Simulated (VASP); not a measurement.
C, 4 atoms in the cell. The structure is monoclinic, space group P2_1/m (No. 11). Conventional cell: a = 2.467 Å, b = 8.565 Å, c = 2.467 Å, α = 90.00°, β = 120.00°, γ = 90.00°. C (site symmetry m) has 3 C at 1.42 Å within 1.9 Å. Within 1.9 Å of C (site symmetry m) lie 3 C at 1.42 Å.  This cell differs from its parent crystal: mode 4 frozen in at -0.285 Å, normal strain along x +0.0000.

```yaml
Program: VASP 6.6.1
Task: single point
Functional: PBE
Potentials_or_basis: VASP PAW PBE potentials, release 64 (C)
Cutoff: 520 eV
k_mesh: 18 × 18 × 6
Occupations: gaussian, width 0.15 eV
Spin: no spin polarisation
Dipole_correction: no
Further_INCAR_settings: ALGO = Normal; EDIFF = 1e-06; NBANDS = 16
```

Potentials or basis: VASP PAW PBE potentials, release 64 (C).

Run with:

```sh
$ cat potpaw_PBE.64/C/POTCAR > POTCAR
$ mpirun -np 1 vasp_std > vasp.out
```

Hardware: 1 thread of Intel Xeon 6975P-C, with other jobs on the host.

Question: Estimate the wall time of this run.

Answer: Run time: 4.4 min on 1 thread of Intel Xeon 6975P-C (shared host), peak memory 0.42 GiB. Counts: scf iterations 13, k points 656.
